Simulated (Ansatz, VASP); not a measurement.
# One calculation of Mo, two programs

```
Mo
1.0
     5.42169    0.00000    0.00000
    -1.80723    5.11162    0.00000
     0.00000    0.00000   25.19080
Mo
12
Direct
  0.25000 0.25000 0.31758
  0.25000 0.75000 0.31758
  0.75000 0.25000 0.31758
  0.75000 0.75000 0.31758
  0.49940 0.50067 0.40302
  0.49962 0.00038 0.40052
  0.99849 0.50151 0.40348
  0.99933 0.00060 0.40302
  0.74404 0.75596 0.49195
  0.74280 0.25008 0.48845
  0.24992 0.75720 0.48845
  0.25609 0.24391 0.48888
```

Alike in both runs: task single point; functional PBE; dispersion D3(BJ); k mesh 4 × 4 × 1; occupations gaussian, width 0.1 eV; no spin polarisation.

|  | VASP | Ansatz |
| --- | --- | --- |
| version | VASP 6.6.1 | Ansatz 0.2.0 |
| potentials or method | VASP PAW PBE potentials, release 64 (Mo_sv), cutoff 520 eV | scalar-relativistic, plane waves, PAW |
| valence electrons in the cell | 168 | 168 |

Ansatz gave:

| Item | Value |
| --- | --- |
| gap on the k mesh at the Fermi level (eV) | none |
| rms of the force components (eV/Å) | 0.237 |

Task: Estimate VASP's values.

Result: gap on the k mesh at the Fermi level (eV): none; rms of the force components (eV/Å): 0.236.

Atom by atom the forces differ by 0.013 eV/Å (rms over components). A gap of «none» marks a metal or a gap that the smearing closes.
